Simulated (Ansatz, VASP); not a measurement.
CdS in VASP and in Ansatz

```
Cd S
1.0
     4.18573    0.00000    0.00000
    -2.09286    3.62494    0.00000
     0.00000    0.00000    5.80668
Cd S
1 1
Direct
  0.00000 0.00000 0.44237
  0.66667 0.33333 0.43463
```

Alike in both runs: functional PBEsol; k mesh 6 × 6 × 4; no spin polarisation.

Ansatz relaxed the structure, and its values are those at the end. VASP's run is a single point on that final structure, the one shown.

|  | VASP | Ansatz |
| --- | --- | --- |
| version | VASP 6.6.1 | Ansatz 0.2.0 |
| potentials or method | VASP PAW PBE potentials, release 64 (Cd_sv_GW, S) | plane waves, PAW |
| plane-wave cutoff (eV) | 630 | 420 |
| occupations | gaussian, width 0.01 eV | fixed |
| valence electrons in the cell | 26 | 26 |

|  | VASP | Ansatz | Ansatz less VASP |
| --- | --- | --- | --- |
| pressure (GPa) | 0.0 | 0.0 | +0.05 |

VASP's potentials were made for PBE, not for PBEsol.
